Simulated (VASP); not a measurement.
# TiO2 (P2_1/m) in VASP: a series of runs

Runs on TiO2. Level: PBE. Tasks: single point.

Program: VASP 6.6.1. These are calculated values, not measurements. Logs are shortened: lines on timing, memory, paths and dates and some standing lists are left out, and cuts for length are marked.

### 1 The cell of the first run

The structure is monoclinic, space group P2_1/m (No. 11). The conventional cell has a = 3.799 Å, b = 3.799 Å, c = 9.727 Å, α = 90.00°, β = 94.48°, γ = 90.00°. Within 2.6 Å of Ti (site symmetry m) lie 6 O at 1.95 to 2.00 Å. Within 2.6 Å of Ti (site symmetry m) lie 6 O at 1.95 to 2.14 Å. O (site symmetry m) has 3 Ti at 1.95 to 2.00 Å and 3 O at 2.47 to 2.68 Å within 2.7 Å. Within 2.6 Å of O (site symmetry m) lie 3 Ti at 1.95 to 2.00 Å and 2 O at 2.47 Å. Within 2.6 Å of O (site symmetry m) lie 3 Ti at 1.95 to 2.00 Å and 2 O at 2.47 Å. O (site symmetry m) has 3 Ti at 1.95 to 2.14 Å and 3 O at 2.59 to 2.68 Å within 2.7 Å.

### 2 Single point, PBE

INCAR reads:

```
SYSTEM = TiO2
PREC     = Accurate       ! precision mode
ENCUT    = 520            ! plane-wave cutoff, eV
EDIFF    = 1E-6           ! SCF threshold, eV
ISMEAR   = 0              ! smearing method
SIGMA    = 0.05           ! smearing width, eV
LREAL    = .False.        ! projectors in reciprocal space
LASPH    = .True.         ! aspherical terms in the spheres
NELM     = 100            ! most SCF steps
ALGO     = Normal         ! electronic algorithm
ISIF     = 2              ! what is computed and relaxed
LWAVE    = .False.        ! write WAVECAR
LCHARG   = .True.         ! write CHGCAR
GGA      = PE             ! functional
LELF     = .True.         ! ELF
LVHAR    = .True.       
NBANDS   = 60             ! bands
```

KPOINTS reads:

```
regular mesh
0
Gamma
  7 7 3
  0 0 0
```

POSCAR reads:

```
TiO2
1.0
   -3.7992225376      0.0000000000      0.0000000000
    0.0000000000     -3.7992225376      0.0000000000
    0.0000000000     -0.7598445075      9.6968968543
Ti O
4 8
Direct
    0.0000000000      0.8750000000      0.6250000000
    0.5000000000      0.4750000000      0.1250000000
    0.5000000000     -0.0750000000      0.3750000000
    0.0000000000      0.3250000000      0.8750000000
    0.0000000000     -0.1663013452      0.8315067260
    0.5000000000      0.4336986548      0.3315067260
    0.5000000000     -0.1163013452      0.5815067260
    0.0000000000      0.4836986548      0.0815067260
    0.5000000000     -0.0336986548      0.1684932740
    0.0000000000      0.3663013452      0.6684932740
    0.0000000000     -0.0836986548      0.4184932740
    0.5000000000      0.3163013452      0.9184932740
```

Potentials or basis: VASP PAW PBE potentials, release 64 (Ti_sv, O).

Started as:

```bash
$ cat potpaw_PBE.64/Ti_sv/POTCAR potpaw_PBE.64/O/POTCAR > POTCAR
$ mpirun -np 1 vasp_std > vasp.out
```

OUTCAR:

```text
SYSTEM = TiO2
   PREC = Accurate
   ENCUT = 520
   EDIFF = 1E-6
   ISMEAR = 0
   LREAL = .False.
   LASPH = .True.
   NELM = 100
   ISIF = 2
   GGA = PE

 ion  position               nearest neighbor table
   1  0.000  0.875  0.625-  10 1.95   7 1.95   7 1.95  10 1.95   5 2.00  11 2.00
   2  0.500  0.475  0.125-   9 1.95   8 1.95   8 1.95   9 1.95   6 2.00  12 2.14
   3  0.500  0.925  0.375-   6 1.95  11 1.95  11 1.95   6 1.95   7 2.00   9 2.00
   4  0.000  0.325  0.875-   5 1.95  12 1.95  12 1.95   5 1.95  10 2.00   8 2.14
   5  0.000  0.834  0.832-   4 1.95   4 1.95   1 2.00
   6  0.500  0.434  0.332-   3 1.95   3 1.95   2 2.00
   7  0.500  0.884  0.582-   1 1.95   1 1.95   3 2.00
   8  0.000  0.484  0.082-   2 1.95   2 1.95   4 2.14
   9  0.500  0.966  0.168-   2 1.95   2 1.95   3 2.00
  10  0.000  0.366  0.668-   1 1.95   1 1.95   4 2.00
  11  0.000  0.916  0.418-   3 1.95   3 1.95   1 2.00
  12  0.500  0.316  0.918-   4 1.95   4 1.95   2 2.14

  LATTYP: Found a simple monoclinic cell.
 ALAT       =     3.7992225376
 B/A-ratio  =     1.0000000000
 C/A-ratio  =     2.5601611215
 COS(beta)  =    -0.0781200833

  Lattice vectors:

 A1 = (   0.0000000000,  -3.7992225376,   0.0000000000)
 A2 = (  -3.7992225376,   0.0000000000,   0.0000000000)
 A3 = (   0.0000000000,   0.7598445075,  -9.6968968543)

Analysis of symmetry for initial positions (statically):
=====================================================================
 Subroutine PRICEL returns:
 Original cell was already a primitive cell.

 Routine SETGRP: Setting up the symmetry group for a
 simple monoclinic supercell.

 Subroutine GETGRP returns: Found  4 space group operations
 (whereof  2 operations were pure point group operations)
 out of a pool of  4 trial point group operations.

The static configuration has the point symmetry C_1h.
 The point group associated with its full space group is C_2h.

Analysis of symmetry for dynamics (positions and initial velocities):
=====================================================================
 Subroutine PRICEL returns:
 Original cell was already a primitive cell.

 Routine SETGRP: Setting up the symmetry group for a
 simple monoclinic supercell.

 Subroutine GETGRP returns: Found  4 space group operations
 (whereof  2 operations were pure point group operations)
 out of a pool of  4 trial point group operations.

The dynamic configuration has the point symmetry C_1h.
 The point group associated with its full space group is C_2h.

 Subroutine INISYM returns: Found  4 space group operations
 (whereof  2 operations are pure point group operations),
 and found     1 'primitive' translations

----------------------------------------------------------------------------------------

                                     Primitive cell

  volume of cell :     139.9659

  direct lattice vectors                    reciprocal lattice vectors
    -3.799222538  0.000000000  0.000000000    -0.263211747  0.000000000  0.000000000
     0.000000000 -3.799222538  0.000000000     0.000000000 -0.263211747 -0.020625155
     0.000000000 -0.759844507  9.696896854     0.000000000  0.000000000  0.103125775

  length of vectors
     3.799222538  3.799222538  9.726621833     0.263211747  0.264018599  0.103125775

  position of ions in fractional coordinates (direct lattice)
     0.000000000  0.875000000  0.625000000
     0.500000000  0.475000000  0.125000000
     0.500000000  0.925000000  0.375000000
     0.000000000  0.325000000  0.875000000
     0.000000000  0.833698655  0.831506726
     0.500000000  0.433698655  0.331506726
     0.500000000  0.883698655  0.581506726
     0.000000000  0.483698655  0.081506726
     0.500000000  0.966301345  0.168493274
     0.000000000  0.366301345  0.668493274
     0.000000000  0.916301345  0.418493274
     0.500000000  0.316301345  0.918493274

  ion indices of the primitive-cell ions
   primitive index   ion index
                 1           1
                 2           2
                 3           3
                 4           4
                 5           5
                 6           6
                 7           7
                 8           8
                 9           9
                10          10
                11          11
                12          12

----------------------------------------------------------------------------------------

 KPOINTS: regular mesh

Automatic generation of k-mesh.
 Grid dimensions read from file:
 generate k-points for:    7    7    3

 Generating k-lattice:

  Cartesian coordinates                     Fractional coordinates (reciprocal lattice)
    -0.037601678  0.000000000  0.000000000     0.142857143  0.000000000  0.000000000
     0.000000000 -0.037601678 -0.002946451     0.000000000  0.142857143 -0.000000000
     0.000000000  0.000000000  0.034375258     0.000000000  0.000000000  0.333333333

  Length of vectors
     0.037601678  0.037716943  0.034375258

  Shift w.r.t. Gamma in fractional coordinates (k-lattice)
     0.000000000  0.000000000  0.000000000

 Subroutine IBZKPT returns following result:
 ===========================================

 Found     44 irreducible k-points:

 Following reciprocal coordinates:
            Coordinates               Weight
  0.000000  0.000000  0.000000      1.000000
  0.142857  0.000000  0.000000      2.000000
  0.285714  0.000000  0.000000      2.000000
  0.428571  0.000000  0.000000      2.000000
  0.000000  0.142857  0.000000      2.000000
  0.142857  0.142857  0.000000      4.000000
[... 16 lines left out ...]
  0.285714  0.142857  0.333333      4.000000
  0.428571  0.142857  0.333333      4.000000
 [... further k-points ...]
   k-points           NKPTS =     44   k-points in BZ     NKDIM =     44   number of bands    NBANDS=     60
   number of dos      NEDOS =    301   number of ions     NIONS =     12
   total plane-waves  NPLWV =  56448
   dimension x,y,z NGX =    28 NGY =   28 NGZ =   72
   dimension x,y,z NGXF=    56 NGYF=   56 NGZF=  144
   ions per type =               4   8
   NGX,Y,Z   is equivalent  to a cutoff of  12.25, 12.25, 12.31 a.u.
   NGXF,Y,Z  is equivalent  to a cutoff of  24.50, 24.50, 24.61 a.u.
 SYSTEM =  TiO2
   PREC   = accura    normal or accurate (medium, high low for compatibility)
   ISTART =      0    job   : 0-new  1-cont  2-samecut
   ICHARG =      2    charge: 1-file 2-atom 10-const
   ISPIN  =      1    spin polarized calculation?
   LNONCOLLINEAR =      F non collinear calculations
   LSORBIT =      F    spin-orbit coupling
   LASPH  =      T    aspherical Exc in radial PAW
   ENCUT  =  520.0 eV  38.22 Ry    6.18 a.u.   7.06  7.06 18.09*2*pi/ulx,y,z
   NELM   =    100;   NELMIN=  2; NELMDL= -5     # of ELM steps
   EDIFF  = 0.1E-05   stopping-criterion for ELM
   LREAL  =      F    real-space projection
   EDIFFG = 0.1E-04   stopping-criterion for IOM
   NSW    =      0    number of steps for IOM
   IBRION =     -1    ionic relax: 0-MD 1-quasi-New 2-CG
   NFREE  =      0    steps in history (QN), initial steepest desc. (CG)
   ISIF   =      2    stress and relaxation
   ISYM   =      2    0-nonsym 1-usesym 2-fastsym
   POTIM  = 0.5000    time-step for ionic-motion
   TEBEG  =    0.0;   TEEND  =   0.0 temperature during run
   PSTRESS=    0.0 pullay stress
   NELECT =      96.0000    total number of electrons
   NUPDOWN=      -1.0000    fix difference up-down
   EMIN   =  10.00;   EMAX   =-10.00  energy-range for DOS
   EFERMI =   0.00;   METHOD = LEGACY
   ISMEAR =     0;   SIGMA  =   0.05  broadening in eV -4-tet -1-fermi 0-gaus
   EFERMI_NEDOS =   21; number of points for ismear=-14 and -15
   IALGO  =     38    algorithm
   IMIX   =      4    mixing-type and parameters
     AMIX     =   0.40;   BMIX     =  1.00
     AMIX_MAG =   1.60;   BMIX_MAG =  1.00
  volume/ion in A,a.u.               =      11.66        78.71
  Fermi-wavevector in a.u.,A,eV,Ry     =   1.443747  2.728287 28.360066  2.084406
  Thomas-Fermi vector in A             =   2.562120
   LORBIT       =      0    0 simple, 1 ext, 2 COOP (PROOUT), +10 PAW based schemes
   GGA     = PE    functional components
   LHFCALC =     F    Hartree Fock is set to
   AEXX    =    0.0000 exact exchange contribution
   IVDW    =     0    specifies the selected vdW correction
   LEPSILON=     F    determine dielectric tensor
   LRPA    =     F    only Hartree local field effects (RPA)
 non-spin polarized calculation
 Gauss-broadening in eV      SIGMA  =   0.05
  energy-cutoff  :      520.00
  volume of cell :      139.97
 maximum number of plane-waves:      3789
   NGX = 15   NGY = 15   NGZ = 37

 number of electron      96.0000001 magnetization

 Free energy of the ion-electron system (eV)
  ---------------------------------------------------
  ext. energy  EPLUGINS =         0.00000000
  ---------------------------------------------------
  free energy    TOTEN  =      -107.37983495 eV

  energy without entropy =     -107.37983495  energy(sigma->0) =     -107.37983495

 E-fermi :   3.5815     XC(G=0): -10.6159

 val. band max:        3.3045234868   @ k =   0.4286   0.4286   0.0000
 cond. band min:       5.3205783851   @ k =   0.0000   0.0000   0.0000
 fundamental gap:      2.0160548983
 Fermi energy:         3.5814933508

 k-point     1 :       0.0000    0.0000    0.0000
  band No.  band energies     occupation
      1     -53.3096      2.00000
      2     -53.2901      2.00000
      3     -53.2835      2.00000
      4     -53.2608      2.00000
      5     -29.7206      2.00000
      6     -29.5931      2.00000
[... 52 lines left out ...]
     59       7.3550      0.00000
     60       7.3785      0.00000

 k-point     2 :       0.1429    0.0000    0.0000
  band No.  band energies     occupation
      1     -53.3082      2.00000
      2     -53.2906      2.00000
      3     -53.2821      2.00000
      4     -53.2616      2.00000
      5     -29.7190      2.00000
      6     -29.6075      2.00000
[... 1375 lines left out ...]
     59       7.1157      0.00000
     60       7.2257      0.00000

 k-point    24 :       0.4286    0.1429    0.3333
  band No.  band energies     occupation
      1     -53.2974      2.00000
      2     -53.2952      2.00000
      3     -53.2727      2.00000
      4     -53.2692      2.00000
      5     -29.6995      2.00000
      6     -29.6868      2.00000
[... 52 lines left out ...]
     59       7.3342      0.00000
     60       7.4110      0.00000

 [... further k-points ...]
[... 5 lines left out ...]
  --------------------------------------------------------------------------------------
  -------------------------------------------------------------------------------------
  Total       -2.8829213      0.6672378     -1.5262796      0.0000000      3.1681997      0.0000000
  in kB      -33.0005457      7.6378119    -17.4711879      0.0000000     36.2661027      0.0000000
  external PRESSURE =     -14.2779739 kB  Pullay stress =       0.0000000 kB

 VOLUME and BASIS-vectors are now :
 -----------------------------------------------------------------------------
  energy-cutoff  :      520.00
  volume of cell :      139.97
      direct lattice vectors                 reciprocal lattice vectors
    -3.799222538  0.000000000  0.000000000    -0.263211747  0.000000000  0.000000000
     0.000000000 -3.799222538  0.000000000     0.000000000 -0.263211747 -0.020625155
     0.000000000 -0.759844507  9.696896854     0.000000000  0.000000000  0.103125775

 POSITION                                       TOTAL-FORCE (eV/Angst)
 -----------------------------------------------------------------------------------
      0.00000     -3.79922      6.06056         0.000000     -0.016142      0.119814
     -1.89961     -1.89961      1.21211         0.000000      0.216730     -0.257936
     -1.89961     -3.79922      3.63634         0.000000      0.016142     -0.119814
      0.00000     -1.89961      8.48478         0.000000     -0.216730      0.257936
      0.00000     -3.79922      8.06303         0.000000     -0.449874     -0.454636
     -1.89961     -1.89961      3.21459         0.000000      0.080090     -0.264788
     -1.89961     -3.79922      5.63881         0.000000      0.005536      0.014073
      0.00000     -1.89961      0.79036         0.000000      0.294564     -0.430063
     -1.89961     -3.79922      1.63386         0.000000      0.449874      0.454636
      0.00000     -1.89961      6.48231         0.000000     -0.080090      0.264788
      0.00000     -3.79922      4.05809         0.000000     -0.005536     -0.014073
     -1.89961     -1.89961      8.90653         0.000000     -0.294564      0.430063
 -----------------------------------------------------------------------------------
    total drift:                               -0.000000      0.000031     -0.000004

  FREE ENERGIE OF THE ION-ELECTRON SYSTEM (eV)
  ---------------------------------------------------
  free  energy   TOTEN  =      -107.3798349542 eV

  energy  without entropy=     -107.3798349542  energy(sigma->0) =     -107.37983495
```

It took 5 min on 1 thread of Intel Xeon 6975P-C (Granite Rapids), shared host; peak memory 0.39 GiB.

What came out:

- Free energy: -107.3798 eV
- Pressure: -1.4 GPa
- Largest force: 0.640 eV/Å
- Band gap on the k mesh: 2.02 eV (least direct gap 2.26 eV)

Forces in eV/Å, atoms in the order of the input:
```
Ti   0.000 -0.016  0.120
Ti   0.000  0.217 -0.258
Ti   0.000  0.016 -0.120
Ti   0.000 -0.217  0.258
O    0.000 -0.450 -0.455
O    0.000  0.080 -0.265
O    0.000  0.006  0.014
O    0.000  0.295 -0.430
O    0.000  0.450  0.455
O    0.000 -0.080  0.265
O    0.000 -0.006 -0.014
O    0.000 -0.295  0.430
```

Levels at points of the mesh, in eV from the valence-band top:
```
           k point  band 45  band 46  band 47  band 48  band 49  band 50  band 51  band 52
(0.00, 0.00, 0.00)    -0.53    -0.49    -0.30    -0.24     2.02     2.24     2.39     2.58
```

Caveat: an odd mesh through Γ misses points on the zone boundary, where band edges can lie.

### 3 Single point, PBE

INCAR reads:

```
  ALGO = Normal
  EDIFF = 1E-6
  ENCUT = 520
  GGA = PE
  ISIF = 2
  ISMEAR = 0
  LASPH = T
  LCHARG = F
  LREAL = F
  LWAVE = F
  NBANDS = 60
  NELM = 60
  PREC = Accurate
  SIGMA = 0.05
```

KPOINTS reads:

```
k-points
0
Gamma
  7 7 3
```

POSCAR reads:

```
TiO2
1.0
   -3.7992225376      0.0000000000      0.0000000000
    0.0000000000     -3.7992225376      0.0000000000
    0.0000000000     -1.5196890150      9.6968968543
Ti O
4 8
Direct
    0.0000000000      0.7500000000      0.6250000000
    0.5000000000      0.4500000000      0.1250000000
    0.5000000000     -0.1500000000      0.3750000000
    0.0000000000      0.1500000000      0.8750000000
    0.0000000000     -0.3326026904      0.8315067260
    0.5000000000      0.3673973096      0.3315067260
    0.5000000000     -0.2326026904      0.5815067260
    0.0000000000      0.4673973096      0.0815067260
    0.5000000000     -0.0673973096      0.1684932740
    0.0000000000      0.2326026904      0.6684932740
    0.0000000000     -0.1673973096      0.4184932740
    0.5000000000      0.1326026904      0.9184932740
```

Potentials or basis: VASP PAW PBE potentials, release 64 (Ti_sv, O).

Started as:

```bash
$ cat potpaw_PBE.64/Ti_sv/POTCAR potpaw_PBE.64/O/POTCAR > POTCAR
$ mpirun -np 1 vasp_std > vasp.out
```

Wall time 5.6 min (1 thread of Intel Xeon 6975P-C (Granite Rapids), shared host); peak memory 0.4 GiB.

The run converged. Its results:

* Free energy: -106.3644 eV
* Pressure: -3.2 GPa
* Largest force: 1.262 eV/Å
* Band gap on the k mesh: 1.94 eV (least direct gap 2.19 eV)

Forces on the atoms (eV/Å):
```
Ti   0.000 -0.008  0.186
Ti   0.000  0.313  0.107
Ti   0.000  0.008 -0.186
Ti   0.000 -0.313 -0.107
O    0.000 -0.329 -1.218
O    0.000  0.043 -0.516
O    0.000  0.004  0.026
O    0.000  0.392  0.018
O    0.000  0.329  1.218
O    0.000 -0.043  0.516
O    0.000 -0.004 -0.026
O    0.000 -0.392 -0.018
```

Stress tensor (GPa, compression positive):
```
-8.62  0.00  0.00
 0.00 -1.87  3.25
 0.00  3.25  0.89
```

Levels at points of the mesh, in eV from the valence-band top:
```tsv
k point	band 44	band 45	band 46	band 47	band 48	band 49	band 50	band 51	band 52	band 53
(0.00, 0.00, 0.00)	-0.50	-0.46	-0.42	-0.40	-0.29	1.99	2.05	2.44	2.47	3.45
```

Caveat: the cell stands under tension; an odd mesh through Γ misses points on the zone boundary, where band edges can lie; forces of over 1 eV/Å act on the atoms, so gaps and moduli don't describe the material at rest.
